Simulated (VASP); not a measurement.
# Rh (P6_3/mmc) in VASP: further runs

Runs on Rh. Level: PBEsol. Tasks: single point.

Program: VASP 6.6.1. These are calculated values, not measurements. Logs are shortened: lines on timing, memory, paths and dates and some standing lists are left out, and cuts for length are marked.

**1. The cell of the first run**

Symmetry: P6_3/mmc, No. 194, hexagonal system. The conventional cell has a = 2.622 Å, b = 2.622 Å, c = 9.426 Å, α = 90.00°, β = 90.00°, γ = 120.00°. Rh (site symmetry -3m) has 12 Rh at 2.62 to 2.80 Å within 3.5 Å. Rh (site symmetry -6m2) has 12 Rh at 2.62 to 2.80 Å within 3.5 Å.

This isn't the form of Rh at room conditions, which is fcc.

**2. Single point, PBEsol**

Contents of INCAR:

```
SYSTEM = Rh
ALGO = Fast ; EDIFF = 1E-6
ENCUT = 520 ; GGA = PS
ISIF = 2 ; ISMEAR = 0
LASPH = .TRUE. ; LCHARG = .FALSE.
LREAL = .FALSE. ; LWAVE = .FALSE.
NBANDS = 38 ; NELM = 80
PREC = Accurate ; SIGMA = 0.15
```

Contents of KPOINTS:

```
k-points
0
G
  18 18 6
  0 0 0
```

Contents of POSCAR:

```
Rh
1.0
    2.6221000000      0.0000000000      0.0000000000
   -1.3110500000      2.2708052113      0.0000000000
    0.0000000000      0.0000000000      9.4257000000
Rh
4
Direct
    0.0000000000      0.0000000000      0.0000000000
    0.3333333333      0.6666666667      0.2500000000
    0.0000000000      0.0000000000      0.5000000000
    0.6666666667      0.3333333333      0.7500000000
```

Potentials or basis: VASP PAW PBE potentials, release 64 (Rh_pv).

Started as:

```sh
$ cat potpaw_PBE.64/Rh_pv/POTCAR > POTCAR
$ mpirun -np 1 vasp_std > vasp.out
```

OUTCAR:

```text
SYSTEM = Rh
   EDIFF = 1E-6
   ENCUT = 520
   GGA = PS
   ISIF = 2
   ISMEAR = 0
   LASPH = .TRUE.
   LREAL = .FALSE.
   NELM = 80
   PREC = Accurate

 ion  position               nearest neighbor table
   1  0.000  0.000  0.000-   2 2.80   4 2.80   4 2.80   2 2.80   4 2.80   2 2.80
   2  0.333  0.667  0.250-   1 2.80   3 2.80   1 2.80   3 2.80   1 2.80   3 2.80
   3  0.000  0.000  0.500-   2 2.80   4 2.80   4 2.80   2 2.80   4 2.80   2 2.80
   4  0.667  0.333  0.750-   1 2.80   3 2.80   1 2.80   3 2.80   1 2.80   3 2.80

  LATTYP: Found a hexagonal cell.
 ALAT       =     2.6221000000
 C/A-ratio  =     3.5947141604

  Lattice vectors:

 A1 = (   2.6221000000,   0.0000000000,   0.0000000000)
 A2 = (  -1.3110500000,   2.2708052113,   0.0000000000)
 A3 = (   0.0000000000,   0.0000000000,   9.4257000000)

Analysis of symmetry for initial positions (statically):
=====================================================================
 Subroutine PRICEL returns:
 Original cell was already a primitive cell.

 Routine SETGRP: Setting up the symmetry group for a
 hexagonal supercell.

 Subroutine GETGRP returns: Found 24 space group operations
 (whereof 12 operations were pure point group operations)
 out of a pool of 24 trial point group operations.

The static configuration has the point symmetry D_3d.
 The point group associated with its full space group is D_6h.

Analysis of symmetry for dynamics (positions and initial velocities):
=====================================================================
 Subroutine PRICEL returns:
 Original cell was already a primitive cell.

 Routine SETGRP: Setting up the symmetry group for a
 hexagonal supercell.

 Subroutine GETGRP returns: Found 24 space group operations
 (whereof 12 operations were pure point group operations)
 out of a pool of 24 trial point group operations.

The dynamic configuration has the point symmetry D_3d.
 The point group associated with its full space group is D_6h.

 Subroutine INISYM returns: Found 24 space group operations
 (whereof 12 operations are pure point group operations),
 and found     1 'primitive' translations

----------------------------------------------------------------------------------------

                                     Primitive cell

  volume of cell :      56.1232

  direct lattice vectors                    reciprocal lattice vectors
     2.622100000  0.000000000  0.000000000     0.381373708  0.220186213  0.000000000
    -1.311050000  2.270805211  0.000000000     0.000000000  0.440372426  0.000000000
     0.000000000  0.000000000  9.425700000     0.000000000  0.000000000  0.106092916

  length of vectors
     2.622100000  2.622100000  9.425700000     0.440372426  0.440372426  0.106092916

  position of ions in fractional coordinates (direct lattice)
     0.000000000  0.000000000  0.000000000
     0.333333333  0.666666667  0.250000000
     0.000000000  0.000000000  0.500000000
     0.666666667  0.333333333  0.750000000

  ion indices of the primitive-cell ions
   primitive index   ion index
                 1           1
                 2           2
                 3           3
                 4           4

----------------------------------------------------------------------------------------

 KPOINTS: k-points

Automatic generation of k-mesh.
 Grid dimensions read from file:
 generate k-points for:   18   18    6

 Generating k-lattice:

  Cartesian coordinates                     Fractional coordinates (reciprocal lattice)
     0.021187428  0.012232567  0.000000000     0.055555556 -0.000000000  0.000000000
     0.000000000  0.024465135  0.000000000     0.000000000  0.055555556  0.000000000
     0.000000000  0.000000000  0.017682153     0.000000000  0.000000000  0.166666667

  Length of vectors
     0.024465135  0.024465135  0.017682153

  Shift w.r.t. Gamma in fractional coordinates (k-lattice)
     0.000000000  0.000000000  0.000000000

 Subroutine IBZKPT returns following result:
 ===========================================

 Found    148 irreducible k-points:

 Following reciprocal coordinates:
            Coordinates               Weight
  0.000000  0.000000  0.000000      1.000000
  0.055556  0.000000  0.000000      6.000000
  0.111111  0.000000  0.000000      6.000000
  0.166667  0.000000  0.000000      6.000000
  0.222222  0.000000  0.000000      6.000000
  0.277778  0.000000  0.000000      6.000000
[... 16 lines left out ...]
  0.333333  0.111111  0.000000     12.000000
  0.388889  0.111111  0.000000     12.000000
 [... further k-points ...]
   k-points           NKPTS =    148   k-points in BZ     NKDIM =    148   number of bands    NBANDS=     38
   number of dos      NEDOS =    301   number of ions     NIONS =      4
   total plane-waves  NPLWV =  28000
   dimension x,y,z NGX =    20 NGY =   20 NGZ =   70
   dimension x,y,z NGXF=    40 NGYF=   40 NGZF=  140
   ions per type =               4
   NGX,Y,Z   is equivalent  to a cutoff of  12.68, 12.68, 12.35 a.u.
   NGXF,Y,Z  is equivalent  to a cutoff of  25.36, 25.36, 24.69 a.u.
 SYSTEM =  Rh
   PREC   = accura    normal or accurate (medium, high low for compatibility)
   ISTART =      0    job   : 0-new  1-cont  2-samecut
   ICHARG =      2    charge: 1-file 2-atom 10-const
   ISPIN  =      1    spin polarized calculation?
   LNONCOLLINEAR =      F non collinear calculations
   LSORBIT =      F    spin-orbit coupling
   LASPH  =      T    aspherical Exc in radial PAW
   ENCUT  =  520.0 eV  38.22 Ry    6.18 a.u.   4.88  4.88 17.53*2*pi/ulx,y,z
   NELM   =     80;   NELMIN=  2; NELMDL= -5     # of ELM steps
   EDIFF  = 0.1E-05   stopping-criterion for ELM
   LREAL  =      F    real-space projection
   EDIFFG = 0.1E-04   stopping-criterion for IOM
   NSW    =      0    number of steps for IOM
   IBRION =     -1    ionic relax: 0-MD 1-quasi-New 2-CG
   NFREE  =      0    steps in history (QN), initial steepest desc. (CG)
   ISIF   =      2    stress and relaxation
   ISYM   =      2    0-nonsym 1-usesym 2-fastsym
   POTIM  = 0.5000    time-step for ionic-motion
   TEBEG  =    0.0;   TEEND  =   0.0 temperature during run
   PSTRESS=    0.0 pullay stress
   NELECT =      60.0000    total number of electrons
   NUPDOWN=      -1.0000    fix difference up-down
   EMIN   =  10.00;   EMAX   =-10.00  energy-range for DOS
   EFERMI =   0.00;   METHOD = LEGACY
   ISMEAR =     0;   SIGMA  =   0.15  broadening in eV -4-tet -1-fermi 0-gaus
   EFERMI_NEDOS =   21; number of points for ismear=-14 and -15
   IALGO  =     68    algorithm
   IMIX   =      4    mixing-type and parameters
     AMIX     =   0.40;   BMIX     =  1.00
     AMIX_MAG =   1.60;   BMIX_MAG =  1.00
  volume/ion in A,a.u.               =      14.03        94.68
  Fermi-wavevector in a.u.,A,eV,Ry     =   1.673957  3.163320 38.125327  2.802132
  Thomas-Fermi vector in A             =   2.758837
   LORBIT       =      0    0 simple, 1 ext, 2 COOP (PROOUT), +10 PAW based schemes
   GGA     = PS    functional components
   LHFCALC =     F    Hartree Fock is set to
   AEXX    =    0.0000 exact exchange contribution
   IVDW    =     0    specifies the selected vdW correction
   LEPSILON=     F    determine dielectric tensor
   LRPA    =     F    only Hartree local field effects (RPA)
 non-spin polarized calculation
 RMM-DIIS sequential band-by-band and
 Gauss-broadening in eV      SIGMA  =   0.15
  energy-cutoff  :      520.00
  volume of cell :       56.12
 maximum number of plane-waves:      1545
 NGX is ok and might be reduce to    20
   NGX =  9   NGY =  9   NGZ = 35

 number of electron      60.0000005 magnetization

 Free energy of the ion-electron system (eV)
  ---------------------------------------------------
  ext. energy  EPLUGINS =         0.00000000
  ---------------------------------------------------
  free energy    TOTEN  =       -32.08278144 eV

  energy without entropy =      -32.01487172  energy(sigma->0) =      -32.04882658

 E-fermi :  11.3761     XC(G=0): -14.0760

 val. band max:       11.3754583737   @ k =   0.5000   0.0000   0.1667
 cond. band min:      11.3767259485   @ k =   0.3333   0.0556   0.1667
 fundamental gap:      0.0012675748
 Fermi energy:        11.3761161838

 k-point     1 :       0.0000    0.0000    0.0000
  band No.  band energies     occupation
      1     -35.4293      2.00000
      2     -35.1772      2.00000
      3     -35.1658      2.00000
      4     -34.9332      2.00000
      5     -34.9332      2.00000
      6     -34.9094      2.00000
[... 30 lines left out ...]
     37      18.3496      0.00000
     38      24.3699      0.00000

 k-point     2 :       0.0556    0.0000    0.0000
  band No.  band energies     occupation
      1     -35.4228      2.00000
      2     -35.1763      2.00000
      3     -35.1650      2.00000
      4     -34.9553      2.00000
      5     -34.9392      2.00000
      6     -34.9294      2.00000
[... 30 lines left out ...]
     37      18.3401      0.00000
     38      24.5321      0.00000

 k-point     3 :       0.1111    0.0000    0.0000
  band No.  band energies     occupation
      1     -35.4035      2.00000
      2     -35.1762      2.00000
      3     -35.1659      2.00000
      4     -35.0182      2.00000
      5     -34.9854      2.00000
      6     -34.9788      2.00000
[... 30 lines left out ...]
     37      18.3169      0.00000
     38      24.7505      0.00000

 k-point     4 :       0.1667    0.0000    0.0000
  band No.  band energies     occupation
      1     -35.3733      2.00000
      2     -35.1919      2.00000
      3     -35.1875      2.00000
      4     -35.1120      2.00000
      5     -35.0722      2.00000
      6     -35.0465      2.00000
[... 30 lines left out ...]
     37      18.2967      0.00000
     38      25.1502      0.00000
[... 703 lines left out ...]
      4     -35.4320      2.00000
      5     -35.2284      2.00000
      6     -35.1198      2.00000
[... 30 lines left out ...]
     37      19.1696      0.00000
     38      22.8142      0.00000

 k-point    23 :       0.3333    0.1111    0.0000
  band No.  band energies     occupation
      1     -35.5727      2.00000
      2     -35.5516      2.00000
      3     -35.5292      2.00000
      4     -35.5075      2.00000
      5     -35.1858      2.00000
      6     -35.1496      2.00000
[... 30 lines left out ...]
     37      20.2082      0.00000
     38      21.3104      0.00000

 k-point    24 :       0.3889    0.1111    0.0000
  band No.  band energies     occupation
      1     -35.6266      2.00000
      2     -35.6023      2.00000
      3     -35.5814      2.00000
      4     -35.5562      2.00000
      5     -35.1700      2.00000
      6     -35.1546      2.00000
[... 30 lines left out ...]
     37      20.7262      0.00000
     38      20.9504      0.00000

 [... further k-points ...]

------------------------ aborting loop because EDIFF is reached ----------------------------------------

  FORCE on cell =-STRESS in cart. coord.  units (eV):
  Direction    XX          YY          ZZ          XY          YZ          ZX
  --------------------------------------------------------------------------------------
  -------------------------------------------------------------------------------------
  Total        1.3590750      1.3590750     -9.6250794     -0.0000000     -0.0000000     -0.0000000
  in kB       38.7981729     38.7981729   -274.7717991     -0.0000000     -0.0000000     -0.0000000
  external PRESSURE =     -65.7251511 kB  Pullay stress =       0.0000000 kB

 VOLUME and BASIS-vectors are now :
 -----------------------------------------------------------------------------
  energy-cutoff  :      520.00
  volume of cell :       56.12
      direct lattice vectors                 reciprocal lattice vectors
     2.622100000  0.000000000  0.000000000     0.381373708  0.220186213  0.000000000
    -1.311050000  2.270805211  0.000000000     0.000000000  0.440372426  0.000000000
     0.000000000  0.000000000  9.425700000     0.000000000  0.000000000  0.106092916

 POSITION                                       TOTAL-FORCE (eV/Angst)
 -----------------------------------------------------------------------------------
      0.00000      0.00000      0.00000         0.000000      0.000000      0.000000
     -0.00000      1.51387      2.35643        -0.000000      0.000000      0.000000
      0.00000      0.00000      4.71285         0.000000      0.000000      0.000000
      1.31105      0.75694      7.06928         0.000000     -0.000000     -0.000000
 -----------------------------------------------------------------------------------
    total drift:                                0.000000     -0.000000      0.000000

  FREE ENERGIE OF THE ION-ELECTRON SYSTEM (eV)
  ---------------------------------------------------
  free  energy   TOTEN  =       -32.0827814417 eV

  energy  without entropy=      -32.0148717155  energy(sigma->0) =      -32.04882658
```

Run time: 4.1 min. Hardware: 1 thread of Intel Xeon Platinum 8488C (Sapphire Rapids), shared host; peak memory 0.32 GiB.

Results:

```
Free energy            : -32.0828 eV
Pressure               : -6.6 GPa
Band gap on the k mesh : zero (bands 30 and 31 overlap by 2.09 eV)
```

Stress tensor (GPa, compression positive):
```
  3.88   0.00   0.00
  0.00   3.88   0.00
  0.00   0.00 -27.48
```

Caveat: the stress differs along the axes, from -27 to 4 GPa; the PAW data sets were made with another functional, which shifts forces and pressure a little.

(Part 1 of 3 ends here.)
